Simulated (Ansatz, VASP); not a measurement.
## One calculation of BaTe, two programs

```xyz
2
Lattice="0.0000 3.5323 3.5323 3.5323 0.0000 3.5323 3.5323 3.5323 0.0000" Properties=species:S:1:pos:R:3 pbc="T T T"
Ba    0.0000    0.0000    0.0000
Te    3.5323    3.5323    3.5323
```

Alike in both runs: task relaxation of cell and atoms; functional PBE; k mesh 8 × 8 × 8; occupations gaussian, width 0.02 eV; no spin polarisation.

```csv
,VASP,Ansatz
version,VASP 6.6.1,Ansatz 0.2.0
potentials or method,"VASP PAW PBE potentials, release 64 (Ba_sv, Te), cutoff 600 eV","scalar-relativistic, plane waves, PAW"
valence electrons in the cell,16,26
```

```csv
,VASP,Ansatz,Ansatz less VASP
"gap on the k mesh at the Fermi level, each at its own relaxed structure (eV)",1.60,1.66,+0.057
relaxed volume (Å³/atom),44.52,44.07,-0.451
relaxed length of the cell vector where the two differ most in proportion (Å),5.012,4.995,-0.0170
```

VASP's potentials hold 16 valence electrons a cell and Ansatz's 26, so a difference there can come from the potentials and not from the codes.

Neither program's run includes spin-orbit coupling.
